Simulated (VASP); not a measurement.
# ZnS in VASP: a series of runs, part 2 of 2

VASP 6.6.1. Earlier steps stand in the parts before.

### 3 Single point, PBE (equal xy, yz and zx shear strains of +1 %)

Input file INCAR:

```
SYSTEM = ZnS
PREC     = Accurate       ! precision mode
ENCUT    = 520            ! plane-wave cutoff, eV
EDIFF    = 1E-7           ! SCF threshold, eV
ISMEAR   = -1             ! smearing method
SIGMA    = 0.01           ! smearing width, eV
LREAL    = .FALSE.        ! projectors in reciprocal space
LASPH    = .TRUE.         ! aspherical terms in the spheres
NELM     = 60             ! most SCF steps
ALGO     = Normal         ! electronic algorithm
ISIF     = 2              ! what is computed and relaxed
LWAVE    = .FALSE.        ! write WAVECAR
LCHARG   = .FALSE.        ! write CHGCAR
GGA      = PE             ! functional
NBANDS   = 16             ! bands
```

Input file KPOINTS:

```
Automatic mesh
0
G
  8 8 8
  0 0 0
```

Input file POSCAR:

```
ZnS
1.0
    0.0270465000      2.7181732500      2.7181732500
    2.7181732500      0.0270465000      2.7181732500
    2.7181732500      2.7181732500      0.0270465000
Zn S
1 1
Direct
    0.0000000000      0.0000000000      0.0000000000
    0.7500000000      0.7500000000      0.7500000000
```

Potentials or basis: VASP PAW PBE potentials, release 64 (Zn, S).

On the command line:

```sh
$ cat potpaw_PBE.64/Zn/POTCAR potpaw_PBE.64/S/POTCAR > POTCAR
$ mpirun -np 1 vasp_std > vasp.out
```

OUTCAR:

```text
SYSTEM = ZnS
   PREC = Accurate
   ENCUT = 520
   EDIFF = 1E-7
   ISMEAR = -1
   LREAL = .FALSE.
   LASPH = .TRUE.
   NELM = 60
   ISIF = 2
   GGA = PE

 ion  position               nearest neighbor table
   1  0.000  0.000  0.000-   2 2.33   2 2.33   2 2.33   2 2.37
   2  0.750  0.750  0.750-   1 2.33   1 2.33   1 2.33   1 2.37

  LATTYP: Found a trigonal (rhomboedric) cell.
 ALAT       =     3.8441726219
 COS(alpha) =     0.5099250056

  Lattice vectors:

 A1 = (   0.0270465000,   2.7181732500,   2.7181732500)
 A2 = (   2.7181732500,   0.0270465000,   2.7181732500)
 A3 = (   2.7181732500,   2.7181732500,   0.0270465000)

Analysis of symmetry for initial positions (statically):
=====================================================================
 Subroutine PRICEL returns:
 Original cell was already a primitive cell.

 Routine SETGRP: Setting up the symmetry group for a
 trigonal (rhombohedral) supercell.

 Subroutine GETGRP returns: Found  6 space group operations
 (whereof  6 operations were pure point group operations)
 out of a pool of 12 trial point group operations.

The static configuration has the point symmetry C_3v.

Analysis of symmetry for dynamics (positions and initial velocities):
=====================================================================
 Subroutine PRICEL returns:
 Original cell was already a primitive cell.

 Routine SETGRP: Setting up the symmetry group for a
 trigonal (rhombohedral) supercell.

 Subroutine GETGRP returns: Found  6 space group operations
 (whereof  6 operations were pure point group operations)
 out of a pool of 12 trial point group operations.

The dynamic configuration has the point symmetry C_3v.

 Subroutine INISYM returns: Found  6 space group operations
 (whereof  6 operations are pure point group operations),
[... 105 lines left out ...]
   TEBEG  =    0.0;   TEEND  =   0.0 temperature during run
   PSTRESS=    0.0 pullay stress
   NELECT =      18.0000    total number of electrons
   NUPDOWN=      -1.0000    fix difference up-down
   EMIN   =  10.00;   EMAX   =-10.00  energy-range for DOS
   EFERMI =   0.00;   METHOD = LEGACY
   ISMEAR =    -1;   SIGMA  =   0.01  broadening in eV -4-tet -1-fermi 0-gaus
   EFERMI_NEDOS =   21; number of points for ismear=-14 and -15
   IALGO  =     38    algorithm
   IMIX   =      4    mixing-type and parameters
     AMIX     =   0.40;   BMIX     =  1.00
     AMIX_MAG =   1.60;   BMIX_MAG =  1.00
  volume/ion in A,a.u.               =      19.78       133.50
  Fermi-wavevector in a.u.,A,eV,Ry     =   1.259086  2.379328 21.569285  1.585298
  Thomas-Fermi vector in A             =   2.392663
   LORBIT       =      0    0 simple, 1 ext, 2 COOP (PROOUT), +10 PAW based schemes
   GGA     = PE    functional components
   LHFCALC =     F    Hartree Fock is set to
   AEXX    =    0.0000 exact exchange contribution
   IVDW    =     0    specifies the selected vdW correction
   LEPSILON=     F    determine dielectric tensor
   LRPA    =     F    only Hartree local field effects (RPA)
 non-spin polarized calculation
  energy-cutoff  :      520.00
  volume of cell :       39.57
 maximum number of plane-waves:      1077
 NGX is ok and might be reduce to    30
   NGX = 15   NGY = 15   NGZ = 15

 number of electron      18.0000013 magnetization

 Free energy of the ion-electron system (eV)
  ---------------------------------------------------
  ext. energy  EPLUGINS =         0.00000000
  ---------------------------------------------------
  free energy    TOTEN  =        -6.84577084 eV

  energy without entropy =       -6.84577084  energy(sigma->0) =       -6.84577084

 E-fermi :   2.3774     XC(G=0):  -9.6164

 val. band max:        2.0985441016   @ k =   0.0000   0.0000   0.0000
 cond. band min:       4.1792373419   @ k =   0.0000   0.0000   0.0000
 fundamental gap:      2.0806932403
 Fermi energy:         2.3774498366

 k-point     1 :       0.0000    0.0000    0.0000
  band No.  band energies     occupation
      1     -11.0408      2.00000
      2      -4.2516      2.00000
      3      -4.2516      2.00000
      4      -4.2407      2.00000
      5      -3.7530      2.00000
      6      -3.7530      2.00000
[... 433 lines left out ...]
      3      -4.1519      2.00000
      4      -4.1322      2.00000
      5      -3.7666      2.00000
      6      -3.7244      2.00000
[... 8 lines left out ...]
     15      14.3420      0.00000
     16      15.3586      0.00000

 [... further k-points ...]
[... 5 lines left out ...]
  --------------------------------------------------------------------------------------
  -------------------------------------------------------------------------------------
  Total        0.3886076      0.3886076      0.3886076     -0.1665811     -0.1665811     -0.1665811
  in kB       15.7358834     15.7358834     15.7358834     -6.7453666     -6.7453666     -6.7453666
  external PRESSURE =      15.7358834 kB  Pullay stress =       0.0000000 kB

 VOLUME and BASIS-vectors are now :
 -----------------------------------------------------------------------------
  energy-cutoff  :      520.00
  volume of cell :       39.57
      direct lattice vectors                 reciprocal lattice vectors
     0.027046500  2.718173250  2.718173250    -0.186715563  0.184876001  0.184876001
     2.718173250  0.027046500  2.718173250     0.184876001 -0.186715563  0.184876001
     2.718173250  2.718173250  0.027046500     0.184876001  0.184876001 -0.186715563

 POSITION                                       TOTAL-FORCE (eV/Angst)
 -----------------------------------------------------------------------------------
      0.00000      0.00000      0.00000        -0.053014     -0.053014     -0.053014
      4.09754      4.09754      4.09754         0.053014      0.053014      0.053014
 -----------------------------------------------------------------------------------
    total drift:                               -0.000008     -0.000008     -0.000008

  FREE ENERGIE OF THE ION-ELECTRON SYSTEM (eV)
  ---------------------------------------------------
  free  energy   TOTEN  =        -6.8457708434 eV

  energy  without entropy=       -6.8457708434  energy(sigma->0) =       -6.84577084
```

OSZICAR:

```text
N       E                     dE             d eps       ncg     rms          rms(c)
DAV:   1     0.890700149323E+02    0.89070E+02   -0.88491E+03  2088   0.135E+03
DAV:   2    -0.143520023338E+01   -0.90505E+02   -0.84301E+02  2432   0.260E+02
DAV:   3    -0.721257196391E+01   -0.57774E+01   -0.57548E+01  2624   0.641E+01
DAV:   4    -0.727285064243E+01   -0.60279E-01   -0.60268E-01  2552   0.686E+00
DAV:   5    -0.727356569283E+01   -0.71505E-03   -0.71503E-03  2608   0.711E-01    0.685E+00
DAV:   6    -0.686632347693E+01    0.40724E+00   -0.73472E-01  3144   0.299E+01    0.535E+00
DAV:   7    -0.684607607732E+01    0.20247E-01   -0.24955E-01  2560   0.450E+00    0.271E+00
DAV:   8    -0.684536258913E+01    0.71349E-03   -0.51162E-03  2672   0.859E-01    0.704E-01
DAV:   9    -0.684560724643E+01   -0.24466E-03   -0.12385E-03  2544   0.281E-01    0.984E-02
DAV:  10    -0.684577975720E+01   -0.17251E-03   -0.24073E-04  2504   0.132E-01    0.494E-02
DAV:  11    -0.684577008727E+01    0.96699E-05   -0.34288E-05  2448   0.737E-02    0.835E-03
DAV:  12    -0.684577069457E+01   -0.60730E-06   -0.40755E-06  2840   0.205E-02    0.504E-03
DAV:  13    -0.684577085442E+01   -0.15985E-06   -0.75513E-07  2544   0.702E-03    0.287E-03
DAV:  14    -0.684577084341E+01    0.11019E-07   -0.37384E-08  2024   0.211E-03
   1 F= -.68457708E+01 E0= -.68457708E+01  d E =-.174496E-14
```

stdout:

```text
POSCAR found type information on POSCAR ZnS
 POSCAR found :  2 types and       2 ions
 scaLAPACK will be used
 LDA part: xc-table for (Slater+PW92), standard interpolation
 POSCAR, INCAR and KPOINTS ok, starting setup
 FFT: planning ... GRIDC
 FFT: planning ... GRID_SOFT
 FFT: planning ... GRID
 WAVECAR not read
 entering main loop
```

Wall time 36 s (1 thread of Intel Xeon Platinum 8375C at 2.90GHz (Ice Lake), shared host); peak memory 0.19 GiB.

What came out:

```yaml
Free_energy: -6.8458 eV
Pressure: 1.6 GPa
Largest_force: 0.092 eV/Å
Band_gap_on_the_k_mesh: 2.08 eV, direct
```

Forces on the atoms (eV/Å):
```
Zn  -0.053 -0.053 -0.053
S    0.053  0.053  0.053
```

Stress tensor (GPa, compression positive):
```
 1.57 -0.67 -0.67
-0.67  1.57 -0.67
-0.67 -0.67  1.57
```

Levels at points of the mesh, in eV from the valence-band top:
```tsv
k point	band 5	band 6	band 7	band 8	band 9	band 10	band 11	band 12	band 13	band 14
(0.00, 0.00, 0.00)	-5.85	-5.85	-0.06	0.00	0.00	2.08	6.25	6.45	6.45	11.74
(0.50, 0.00, 0.00)	-5.82	-5.64	-5.29	-0.91	-0.89	3.26	6.82	6.96	8.86	12.13
(0.50, 0.50, 0.00)	-5.78	-5.64	-4.57	-2.27	-2.18	3.39	4.06	10.92	11.94	11.94
(0.50, 0.50, 0.50)	-5.82	-5.67	-5.28	-0.82	-0.82	3.38	6.98	6.98	8.79	12.17
```

Caveat: the cell differs from its parent crystal (equal xy, yz and zx shear strains of +1 %).

### 4 Single point, PBE (equal xy, yz and zx shear strains of +3 %)

Input file INCAR:

```
PREC = Accurate
ENCUT = 520
EDIFF = 1E-7
ISMEAR = -1
SIGMA = 0.01
LREAL = F
LASPH = T
NELM = 60
ALGO = Normal
ISIF = 2
LWAVE = F
LCHARG = F
GGA = PE
NBANDS = 16
```

Input file KPOINTS:

```
regular mesh
0
Gamma
  8 8 8
```

Input file POSCAR:

```
ZnS
1.0
    0.0811395000      2.7452197500      2.7452197500
    2.7452197500      0.0811395000      2.7452197500
    2.7452197500      2.7452197500      0.0811395000
Zn S
1 1
Direct
    0.0000000000      0.0000000000      0.0000000000
    0.7500000000      0.7500000000      0.7500000000
```

On the command line:

```sh
$ cat potpaw_PBE.64/Zn/POTCAR potpaw_PBE.64/S/POTCAR > POTCAR
$ mpirun -np 1 vasp_std > vasp.out
```

It took 36 s on 1 thread of Intel Xeon Platinum 8375C at 2.90GHz (Ice Lake), shared host; peak memory 0.18 GiB.

It converged, with:

```yaml
Free_energy: -6.8263 eV
Pressure: 1.8 GPa
Largest_force: 0.242 eV/Å
Band_gap_on_the_k_mesh: 2.02 eV, direct
```

Forces on the atoms (eV/Å):
```
Zn  -0.140 -0.140 -0.140
S    0.140  0.140  0.140
```

Stress tensor (GPa, compression positive):
```
 1.83 -1.94 -1.94
-1.94  1.83 -1.94
-1.94 -1.94  1.83
```

Levels at points of the mesh, in eV from the valence-band top:
```csv
k point,band 7,band 8,band 9,band 10,band 11,band 12
"(0.00, 0.00, 0.00)",-0.18,0.00,0.00,2.02,5.98,6.55
"(0.50, 0.00, 0.00)",-5.34,-1.00,-0.95,3.15,6.61,7.02
"(0.50, 0.50, 0.00)",-4.61,-2.40,-2.13,3.31,4.07,10.74
"(0.50, 0.50, 0.50)",-5.29,-0.75,-0.75,3.52,7.06,7.06
```

Caveat: the cell differs from its parent crystal (equal xy, yz and zx shear strains of +3 %).

### 5 Single point, PBE (volume scaled by 1.025)

Input file INCAR:

```
SYSTEM = ZnS
PREC = Accurate
ENCUT = 500
EDIFF = 1E-6
ISMEAR = -1
SIGMA = 0.01
LREAL = .FALSE.
LASPH = .TRUE.
NELM = 120
ALGO = Normal
ISIF = 2
LWAVE = .FALSE.
LCHARG = .TRUE.
GGA = PE
LELF = .TRUE.
LVHAR = .TRUE.
NBANDS = 16
GGA_COMPAT = .FALSE.
```

Input file KPOINTS:

```
Automatic mesh
0
G
  8 8 8
  0 0 0
```

Input file POSCAR:

```
ZnS
1.0
    0.0000000000      2.7270034930      2.7270034930
    2.7270034930      0.0000000000      2.7270034930
    2.7270034930      2.7270034930      0.0000000000
Zn S
1 1
Direct
    0.0000000000      0.0000000000      0.0000000000
    0.7500000000      0.7500000000      0.7500000000
```

On the command line:

```sh
$ cat potpaw_PBE.64/Zn/POTCAR potpaw_PBE.64/S/POTCAR > POTCAR
$ mpirun -np 1 vasp_std > vasp.out
```

Run time: 17 s. Hardware: 1 thread of AMD EPYC 9R45 (Zen 5), shared host; peak memory 0.13 GiB.

Results (log left out):

```yaml
Free_energy: -6.8521 eV
Pressure: -0.3 GPa
Band_gap_on_the_k_mesh: 1.99 eV, direct
```

Levels at points of the mesh, in eV from the valence-band top:
```
           k point  band 6  band 7  band 8  band 9  band 10  band 11  band 12  band 13
(0.00, 0.00, 0.00)   -5.77    0.00    0.00    0.00     1.99     6.41     6.41     6.41
(0.50, 0.00, 0.00)   -5.57   -5.11   -0.83   -0.83     3.25     6.94     6.94     8.77
(0.50, 0.50, 0.00)   -5.56   -4.45   -2.12   -2.12     3.47     4.07    10.79    11.78
```

### 6 Overview

```csv
cell,cutoff (eV),gap on the mesh (eV),pressure (GPa),largest force (eV/Å)
"a = 3.787 Å, angles 61.3°, 2 atoms",520,2.03,1.7,0.22
"a = 3.844 Å, angles 59.3°, 2 atoms",520,2.08,1.6,0.09
"a = 3.883 Å, angles 58.0°, 2 atoms",520,2.02,1.8,0.24
"a = 3.857 Å, angles 60.0°, 2 atoms",500,1.99,-0.3,-
```

Alike in all rows: task single point; level PBE; potentials or basis VASP PAW PBE potentials, release 64 (Zn, S); no spin polarisation; k mesh 8 × 8 × 8; smearing fermi-dirac 0.01 eV.

Total energies depend on the potentials used, so only differences within one code and one set of settings carry meaning.
